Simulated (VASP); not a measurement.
Here is a VASP 6.6.1 calculation.

INCAR

```
SYSTEM = Sb
ALGO = Normal ; EDIFF = 1E-7
ENCUT = 520 ; GGA = PE
ISIF = 2 ; ISMEAR = -1
LASPH = .TRUE. ; LCHARG = .TRUE.
LELF = .TRUE. ; LREAL = .FALSE.
LVHAR = .TRUE. ; LWAVE = .FALSE.
NBANDS = 12 ; NELM = 60
PREC = Accurate ; SIGMA = 0.05
```

Contents of KPOINTS:

```
k-points
0
G
  12 12 7
  0 0 0
```

The input POSCAR:

```
Sb
1.0
    3.4026901813      0.0000000000      0.0000000000
   -1.7013450907      2.9468161382      0.0000000000
    0.0000000000      0.0000000000      5.3300000000
Sb
2
Direct
    0.3333333333      0.6666666667      0.2500000000
    0.6666666667      0.3333333333      0.7500000000
```

Potentials or basis: VASP PAW PBE potentials, release 64 (Sb).

Launch:

```bash
$ cat potpaw_PBE.64/Sb/POTCAR > POTCAR
$ mpirun -np 1 vasp_std > vasp.out
```

(1) Predict the band gap on the k mesh.

(2) Predict the pressure.

Results:

(1) zero (bands 5 and 6 overlap by 6.68 eV).

(2) 1.5 GPa.

Caveat: the cell differs from its parent crystal (equal xx and yy strain of +1 %); spin-orbit coupling is left out, which moves the levels of the heavy elements.
